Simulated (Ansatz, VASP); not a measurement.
## Mg: VASP beside Ansatz

File INCAR:

```
ALGO     = Normal         # electronic algorithm
EDIFF    = 1E-8           # SCF threshold, eV
ENCUT    = 520            # plane-wave cutoff, eV
GGA      = CA             # functional
ISIF     = 2              # what is computed and relaxed
ISMEAR   = -1             # smearing method
LASPH    = T              # aspherical terms in the spheres
LCHARG   = F              # write CHGCAR
LEFG     = T            
LREAL    = F              # projectors in reciprocal space
LWAVE    = F              # write WAVECAR
NBANDS   = 7              # bands
NELM     = 80             # most SCF steps
PREC     = Accurate       # precision mode
SIGMA    = 0.03           # smearing width, eV
```

The input KPOINTS:

```
k-points
0
Gamma
  19 19 19
```

The input POSCAR:

```
Mg
1.0
   -1.5054583323      1.5054583323      1.5054583323
    1.5054583323     -1.5054583323      1.5054583323
    1.5054583323      1.5054583323     -1.5054583323
Mg
1
Direct
    0.0000000000      0.0000000000      0.0000000000
```

Input for Ansatz:

```yaml
crystal:
  lattice:
    - [-1.5054583323, 1.5054583323, 1.5054583323]
    - [1.5054583323, -1.5054583323, 1.5054583323]
    - [1.5054583323, 1.5054583323, -1.5054583323]
  atoms:
    - { symbol: Mg, position: [0.0, 0.0, 0.0] }
kpoints:
  mp_grid: { grid: [19, 19, 19] }
scf:
  occupations: { method: fermi_dirac, width: 0.03 }
hamiltonian:
  xc: lda
  pseudopotentials: { kind: all_electron, datasets: crystal }
output:
  forces: true
  stress: true
  eigenvalues: true
  efg: { contact_densities: true }
```

Change from the starting cell: volume scaled by 1.06, crystal datasets.

Alike in both runs: task electric field gradients; functional LDA; k mesh 19 × 19 × 19; occupations fermi-dirac, width 0.03 eV; no spin polarisation.

|  | VASP | Ansatz |
| --- | --- | --- |
| version | VASP 6.6.1 | Ansatz 0.2.0 |
| potentials or method | VASP PAW LDA potentials, release 64 (Mg), cutoff 520 eV | all-electron PAW with datasets made for the crystal, scalar-relativistic |

Ansatz gave:

| Quantity | Value |
| --- | --- |
| pressure (GPa) | 44.0 |

Q: Estimate VASP's values.

A: Pressure (GPa): 44.1.

LDA's correlation is that of Perdew and Zunger in VASP and of Perdew and Wang (1992) in Ansatz. Both programs put the cell under a high pressure, so it lies far from rest at this level. Ansatz ran all-electron here, and VASP with PAW potentials.
